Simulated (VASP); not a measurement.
Here is a VASP 6.6.1 calculation.

The input INCAR:

```
SYSTEM = CdF2
ALGO = Normal
EDIFF = 1E-7
EDIFFG = -0.03
ENCUT = 600
GGA = PE
IBRION = 2
ISIF = 3
ISMEAR = -1
LASPH = .True.
LCHARG = .False.
LREAL = .False.
LWAVE = .False.
NELM = 80
NSW = 80
PREC = Accurate
PSTRESS = 60.0
SIGMA = 0.01
```

Contents of KPOINTS:

```
k-points
0
Gamma
  6 6 6
  0 0 0
```

The input POSCAR:

```
CdF2
1.0
    0.0000000000      2.6940000000      2.6940000000
    2.6940000000      0.0000000000      2.6940000000
    2.6940000000      2.6940000000      0.0000000000
Cd F
1 2
Direct
    0.0000000000      0.0000000000      0.0000000000
    0.2500000000      0.2500000000      0.2500000000
    0.7500000000      0.7500000000      0.7500000000
```

Potentials or basis: VASP PAW PBE potentials, release 64 (Cd, F).

Run with:

```bash
$ cat potpaw_PBE.64/Cd/POTCAR potpaw_PBE.64/F/POTCAR > POTCAR
$ mpirun -np 1 vasp_std > vasp.out
```

Problem. What does it give for the band gap on the k mesh?

Solution. 3.09 eV, indirect (least direct gap 3.57 eV).

Final structure:
```
Cd F
1.0
     0.00000    2.69400    2.69400
     2.69400    0.00000    2.69400
     2.69400    2.69400    0.00000
Cd F
1 2
Direct
  0.00000 0.00000 0.00000
  0.25000 0.25000 0.25000
  0.75000 0.75000 0.75000
```

Caveat: the relaxation stopped at its first step, so nothing moved; the cell is relaxed towards a set pressure, so the enthalpy falls and the energy may rise. As with any semilocal functional, this PBE gap is likely too small.
